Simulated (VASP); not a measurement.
Input of a VASP 6.6.1 run:

File INCAR:

```
SYSTEM = MnS
ALGO = Normal ; EDIFF = 1E-7
ENCUT = 520 ; GGA = PE
ISIF = 2 ; ISMEAR = 0
ISPIN = 2 ; LASPH = .TRUE.
LCHARG = .FALSE. ; LMAXMIX = 4
LORBIT = 11 ; LREAL = .FALSE.
LWAVE = .FALSE. ; MAGMOM = 4 0
NBANDS = 20 ; NELM = 150
PREC = Accurate ; SIGMA = 0.014
```

File KPOINTS:

```
k-points
0
G
  9 9 9
  0 0 0
```

Contents of POSCAR:

```
MnS
1.0
    0.0000000000      2.4734634191      2.4734634191
    2.4734634191      0.0000000000      2.4734634191
    2.4734634191      2.4734634191      0.0000000000
Mn S
1 1
Direct
    0.0000000000      0.0000000000      0.0000000000
    0.7500000000      0.7500000000      0.7500000000
```

Potentials or basis: VASP PAW PBE potentials, release 64 (Mn_pv, S).

Launch:

```bash
$ cat potpaw_PBE.64/Mn_pv/POTCAR potpaw_PBE.64/S/POTCAR > POTCAR
$ mpirun -np 1 vasp_std > vasp.out
```

Task: Predict the pressure.

Result: 2.8 GPa.

Task: Estimate the site moments.

Result: Mn -0.09; S +0.00 μB.
